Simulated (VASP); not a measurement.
Write the native input for VASP 6.6.1 that does the following.

```
Task                   : relaxation of cell and atoms
Functional             : r2SCAN
Potentials or basis    : VASP PAW PBE potentials, release 64 (Co_sv, O)
Cutoff                 : 660 eV
k mesh                 : 10 × 10 × 10
Occupations            : gaussian, width 0.02 eV
Spin                   : no spin polarisation
Hubbard terms          : Co d U = 3.32 eV
Dipole correction      : no
Further INCAR settings : ALGO = Normal; EDIFF = 1e-07; IBRION = 2; EDIFFG = -0.01; NSW = 80; ISIF = 3
```

CoO:

```xyz
2
Lattice="2.6314 0.0000 0.0000 0.0000 2.6314 0.0000 0.0000 0.0000 2.6314" Properties=species:S:1:pos:R:3 pbc="T T T"
Co    0.0000    0.0000    0.0000
O     1.3157    1.3157    1.3157
```

One way to write it, as run:

POSCAR

```
CoO
1.0
    2.6314420519      0.0000000000      0.0000000000
    0.0000000000      2.6314420519      0.0000000000
    0.0000000000      0.0000000000      2.6314420519
Co O
1 1
Direct
    0.0000000000      0.0000000000      0.0000000000
    0.5000000000      0.5000000000      0.5000000000
```

INCAR.step1

```
SYSTEM = CoO
  ALGO = Normal
  EDIFF = 1E-5
  EDIFFG = -0.005
  ENCUT = 660
  GGA = PE
  GGA_COMPAT = .False.
  IBRION = 2
  ISIF = 3
  ISMEAR = 0
  LASPH = .True.
  LCHARG = .False.
  LDAU = .True.
  LDAUJ = 0 0
  LDAUL = 2 -1
  LDAUTYPE = 2
  LDAUU = 3.32 0
  LMAXMIX = 4
  LREAL = .False.
  LWAVE = .True.
  NELM = 200
  NELMIN = 4
  NSW = 100
  PREC = Accurate
  SIGMA = 0.02
```

INCAR.step2

```
SYSTEM = CoO
  ALGO = Normal
  EDIFF = 1E-7
  EDIFFG = -0.01
  ENCUT = 660
  GGA_COMPAT = .False.
  IBRION = 2
  ISIF = 3
  ISMEAR = 0
  ISTART = 1
  LASPH = .True.
  LCHARG = .False.
  LDAU = .True.
  LDAUJ = 0 0
  LDAUL = 2 -1
  LDAUPRINT = 1
  LDAUTYPE = 2
  LDAUU = 3.32 0
  LMAXMIX = 4
  LMIXTAU = .True.
  LREAL = .False.
  LWAVE = .False.
  METAGGA = R2SCAN
  NELM = 200
  NELMIN = 4
  NSW = 80
  PREC = Accurate
  SIGMA = 0.02
```

KPOINTS

```
k-points
0
Gamma
  10 10 10
  0 0 0
```

Potentials or basis: VASP PAW PBE potentials, release 64 (Co_sv, O).

Run with:

```bash
$ cat potpaw_PBE.64/Co_sv/POTCAR potpaw_PBE.64/O/POTCAR > POTCAR
$ cp INCAR.step1 INCAR
$ mpirun -np 1 vasp_std > vasp.out
$ cp INCAR.step2 INCAR
$ mpirun -np 1 vasp_std > vasp.out
```

It gave:

```json
{
 "Relaxed volume": "8.07 Å³/atom",
 "Relaxed cell": "a = 2.527 Å, b = 2.527 Å, c = 2.527 Å, α = 90.00°, β = 90.00°, γ = 90.00°",
 "Space group after relaxing (to 0.1 Å)": "Pm-3m (No. 221)",
 "Energy gained by relaxing": "86.4 meV/atom",
 "Ionic steps": "6",
 "Pressure after relaxing": "0.1 GPa",
 "Band gap on the k mesh": "zero (an odd number of electrons rules out a gap without spin polarisation)"
}
```

Caveat: the PAW data sets were made with another functional, which shifts forces and pressure a little; an odd number of electrons without spin polarisation forces a metal; a magnetic or distorted state may lie lower; the run has no spin polarisation, though such a crystal can be magnetic; U without spin polarisation on a metal has little footing.

Wall time 2.6 min on 1 thread of Intel(R) Xeon(R) 6975P-C (Granite Rapids), with other jobs on the host, peak memory 0.16 GiB.
